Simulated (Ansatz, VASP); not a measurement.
## ScS4 in VASP and in Ansatz

```
CELL_PARAMETERS angstrom
3.78417 -3.97364 0.00000
3.78417 3.97364 0.00000
0.00000 0.00000 3.39806
ATOMIC_POSITIONS crystal
Sc 0.00000 0.00000 0.00000
S 0.81060 0.18940 0.50000
S 0.18940 0.81060 0.50000
S 0.28520 0.28520 0.00000
S 0.71480 0.71480 0.00000
```

Change from the starting cell: species swapped into the OsCl4 type (Cmmm, No. 65).

Alike in both runs: task relaxation of cell and atoms; functional PBE; k mesh 4 × 4 × 6; occupations gaussian, width 0.1 eV; no spin polarisation.

|  | VASP | Ansatz |
| --- | --- | --- |
| version | VASP 6.6.1 | Ansatz 0.2.0 |
| potentials or method | VASP PAW PBE potentials, release 64 (Sc_sv, S), cutoff 600 eV | scalar-relativistic, plane waves, PAW |
| valence electrons in the cell | 35 | 35 |

|  | VASP | Ansatz | Ansatz less VASP |
| --- | --- | --- | --- |
| gap on the k mesh at the Fermi level, each at its own relaxed structure (eV) | none | none | - |
| relaxed volume (Å³/atom) | 19.67 | 19.68 | +0.012 |
| relaxed length of the cell vector where the two differ most in proportion (Å) | 3.632 | 3.602 | -0.0303 |

A gap of «none» marks a metal or a gap that the smearing closes.
